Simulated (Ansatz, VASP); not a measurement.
One calculation of AlN, two programs

Contents of POSCAR:

```
AlN
1.0
    0.0000000000      2.0623915733      1.9798959103
    2.0623915733      0.0000000000      1.9798959103
    2.0623915733      2.0623915733      0.0000000000
Al N
1 1
Direct
    0.5000000000      0.5000000000      0.5000000000
    0.0000000000      0.0000000000      0.0000000000
```

INCAR.step1

```
SYSTEM = AlN
PREC     = Accurate       ! precision mode
ENCUT    = 520            ! plane-wave cutoff, eV
ISMEAR   = 0              ! smearing method
SIGMA    = 0.05           ! smearing width, eV
LREAL    = .False.        ! projectors in reciprocal space
LASPH    = .True.         ! aspherical terms in the spheres
NELM     = 100            ! most SCF steps
NBANDS   = 11             ! bands
GGA      = PE             ! functional
ALGO     = Normal         ! electronic algorithm
EDIFF    = 1E-4           ! SCF threshold, eV
LWAVE    = .True.         ! write WAVECAR
LCHARG   = .False.        ! write CHGCAR
```

Contents of INCAR.step2:

```
SYSTEM = AlN
PREC     = Accurate       ! precision mode
ENCUT    = 520            ! plane-wave cutoff, eV
EDIFF    = 1E-6           ! SCF threshold, eV
ISMEAR   = 0              ! smearing method
SIGMA    = 0.05           ! smearing width, eV
LREAL    = .False.        ! projectors in reciprocal space
LASPH    = .True.         ! aspherical terms in the spheres
NELM     = 100            ! most SCF steps
ALGO     = Normal         ! electronic algorithm
ISIF     = 2              ! what is computed and relaxed
LWAVE    = .False.        ! write WAVECAR
LCHARG   = .True.         ! write CHGCAR
METAGGA  = R2SCAN         ! meta-GGA
LMIXTAU  = .True.       
LELF     = .True.         ! ELF
LVHAR    = .True.       
NBANDS   = 11             ! bands
ISTART   = 1
```

KPOINTS

```
regular mesh
0
Gamma
  10 10 10
  0 0 0
```

Input for Ansatz:

```yaml
crystal:
  lattice:
    - [0.0, 2.0623915733, 1.9798959103]
    - [2.0623915733, 0.0, 1.9798959103]
    - [2.0623915733, 2.0623915733, 0.0]
  atoms:
    - { symbol: Al, position: [0.5, 0.5, 0.5] }
    - { symbol: "N", position: [0.0, 0.0, 0.0] }
basis:
  ecutwfc: 500
kpoints:
  mp_grid: { grid: [10, 10, 10] }
hamiltonian:
  xc: r2scan
scf:
  occupations: { method: gaussian, width: 0.05 }
output:
  forces: true
  stress: true
  eigenvalues: true
```

Alike in both runs: task single point; functional r2SCAN; k mesh 10 × 10 × 10; occupations gaussian, width 0.05 eV; no spin polarisation.

|  | VASP | Ansatz |
| --- | --- | --- |
| version | VASP 6.6.1 | Ansatz 0.2.0 |
| potentials or method | VASP PAW PBE potentials, release 64 (Al, N), cutoff 520 eV | scalar-relativistic, plane waves, PAW |
| valence electrons in the cell | 8 | 8 |

|  | VASP | Ansatz | Ansatz less VASP |
| --- | --- | --- | --- |
| gap on the k mesh at the Fermi level (eV) | 4.98 | 4.98 | -0.003 |
| least direct gap on the mesh (eV) | 6.10 | 6.06 | -0.045 |
| pressure (GPa) | -6.1 | -5.3 | +0.75 |
| traceless stress, the component that is largest in VASP (GPa) | 7.38 | 7.24 | -0.144 |

VASP's potentials were made for PBE, not for r2SCAN.
